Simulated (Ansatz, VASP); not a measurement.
Ag3SF: VASP beside Ansatz

```
Ag S F
1.0
     4.58934    0.00000    0.00000
     0.00000    4.58934    0.00000
     0.00000    0.00000    4.58934
Ag S F
3 1 1
Direct
  0.00000 0.50000 0.50000
  0.50000 0.00000 0.50000
  0.50000 0.50000 0.00000
  0.00000 0.00000 0.00000
  0.50000 0.50000 0.50000
```

Alike in both runs: task relaxation of cell and atoms; functional PBE; k mesh 8 × 8 × 8; occupations gaussian, width 0.1 eV; no spin polarisation.

```csv
,VASP,Ansatz
version,VASP 6.6.1,Ansatz 0.2.0
potentials or method,"VASP PAW PBE potentials, release 64 (Ag, S, F), cutoff 600 eV","scalar-relativistic, plane waves, PAW"
valence electrons in the cell,46,70
```

```csv
,VASP,Ansatz,Ansatz less VASP
"gap on the k mesh at the Fermi level, each at its own relaxed structure (eV)",none,none,-
relaxed volume (Å³/atom),19.17,19.24,+0.068
relaxed length of the cell vector where the two differ most in proportion (Å),4.577,4.582,+0.0054
```

A gap of «none» marks a metal or a gap that the smearing closes. VASP's potentials hold 46 valence electrons a cell and Ansatz's 70, so a difference there can come from the potentials and not from the codes.
